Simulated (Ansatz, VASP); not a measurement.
BN: VASP beside Ansatz

INCAR

```
ALGO = Normal
EDIFF = 1E-6
ENCUT = 520
GGA = PE
ISIF = 2
ISMEAR = 0
IVDW = 12
LASPH = T
LCHARG = F
LREAL = F
LWAVE = F
NBANDS = 16
NELM = 60
PREC = Accurate
SIGMA = 0.05
```

File KPOINTS:

```
k-points
0
Gamma
  12 12 4
```

Contents of POSCAR:

```
BN
1.0
    2.5061233057      0.0000000000      0.0000000000
   -1.2530616528      2.1703664477      0.0000000000
    0.0000000000      0.0000000000      6.5973571420
B N
2 2
Direct
    0.0000000000      0.0000000000      0.4272435932
    0.3333333333      0.6666666667      0.0000000000
    0.0000000000      0.0000000000      0.0000000000
    0.6666666667      0.3333333333      0.5000000000
```

Input for Ansatz:

```yaml
crystal:
  lattice:
    - [2.5061233057, 0.0, 0.0]
    - [-1.2530616528, 2.1703664477, 0.0]
    - [0.0, 0.0, 6.597357142]
  atoms:
    - { symbol: B, position: [0.0, 0.0, 0.4272435932] }
    - { symbol: B, position: [0.3333333333, 0.6666666667, 0.0] }
    - { symbol: "N", position: [0.0, 0.0, 0.0] }
    - { symbol: "N", position: [0.6666666667, 0.3333333333, 0.5] }
basis:
  ecutwfc: 420
kpoints:
  mp_grid: { grid: [12, 12, 4] }
hamiltonian:
  xc: pbe
  dispersion: d3bj
scf:
  occupations: { method: gaussian, width: 0.05 }
output:
  forces: true
  stress: true
  eigenvalues: true
```

Alike in both runs: task single point; functional PBE; dispersion D3(BJ); k mesh 12 × 12 × 4; occupations gaussian, width 0.05 eV; no spin polarisation.

|  | VASP | Ansatz |
| --- | --- | --- |
| version | VASP 6.6.1 | Ansatz 0.2.0 |
| potentials or method | VASP PAW PBE potentials, release 64 (B, N), cutoff 520 eV | scalar-relativistic, plane waves, PAW |
| valence electrons in the cell | 16 | 16 |

Ansatz gave:

| Item | Value |
| --- | --- |
| gap on the k mesh at the Fermi level (eV) | 2.89 |
| least direct gap on the mesh (eV) | 2.89 |
| pressure (GPa) | -5.9 |
| traceless stress, the component that is largest in VASP (GPa) | -10.00 |
| rms of the force components (eV/Å) | 2.693 |

Task: Which values does VASP return?

Result: gap on the k mesh at the Fermi level (eV): 2.90; least direct gap on the mesh (eV): 2.90; pressure (GPa): -5.8; traceless stress, the component that is largest in VASP (GPa): -10.22; rms of the force components (eV/Å): 2.689.

Atom by atom the forces differ by 0.003 eV/Å (rms over components).
